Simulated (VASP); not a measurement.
GaCo:

```
Ga Co
1.0
     0.00000    2.26642    2.26642
     2.26642    0.00000    2.26642
     2.26642    2.26642    0.00000
Ga Co
1 1
Direct
  0.00000 0.00000 0.00000
  0.50000 0.50000 0.50000
```

| Quantity | Value |
| --- | --- |
| Program | VASP 6.6.1 |
| Task | relaxation of cell and atoms |
| Functional | PBE |
| Potentials or basis | VASP PAW PBE potentials, release 64 (Ga_d, Co) |
| Cutoff | 600 eV |
| k mesh | 6 × 6 × 6 |
| Occupations | gaussian, width 0.1 eV |
| Spin | no spin polarisation |

At the start: pressure 33.4 GPa; volume 11.64 Å³/atom.

Q: Where does the relaxation end?

A: Over 3 steps the energy falls by 196.7 meV/atom and the volume is 13.90 Å³/atom (+19.4 %); space group Fm-3m (No. 225, to 0.05 Å).

The path:
```
step  energy change (eV)  largest force (eV/Å)  pressure (GPa)  volume (Å³)
   1              0.0000                0.0000           33.43        23.28
   2             -0.1559                0.0000          -13.81        32.47
   3             -0.3933                0.0000           -0.32        27.80
```

Final structure:
```
CELL_PARAMETERS angstrom
0.00000 2.40448 2.40448
2.40448 0.00000 2.40448
2.40448 2.40448 0.00000
ATOMIC_POSITIONS crystal
Ga 0.00000 0.00000 0.00000
Co 0.50000 0.50000 0.50000
```

Caveat: the volume moved by over 15 % at a fixed basis, so the end points are rough.
